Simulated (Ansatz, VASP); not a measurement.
Two plane-wave programs on InAs

```
In As
1.0
     0.00000    3.02900    2.99871
     3.02900    0.00000    2.99871
     3.02900    3.02900    0.00000
In As
1 1
Direct
  0.00000 0.00000 0.00000
  0.25000 0.25000 0.25000
```

Change from the starting cell: z stretched by -1 %, ions relaxed.

Alike in both runs: functional PBE; k mesh 13 × 13 × 13; occupations fermi-dirac, width 0.05 eV; no spin polarisation.

Ansatz relaxed the structure, and its values are those at the end. VASP's run is a single point on that final structure, the one shown.

|  | VASP | Ansatz |
| --- | --- | --- |
| version | VASP 6.6.1 | Ansatz 0.2.0 |
| potentials or method | VASP PAW PBE potentials, release 64 (In_d, As) | plane-wave PAW, scalar-relativistic |
| plane-wave cutoff (eV) | 520 | 420 |
| valence electrons in the cell | 18 | 28 |

|  | VASP | Ansatz | Ansatz less VASP |
| --- | --- | --- | --- |
| pressure (GPa) | 4.3 | 4.2 | -0.06 |

With one functional, cell and mesh, what is left measures potentials, basis and numerics. VASP's potentials hold 18 valence electrons a cell and Ansatz's 28, so a difference there can come from the potentials and not from the codes. Ansatz's warnings: stress scf threshold loose.
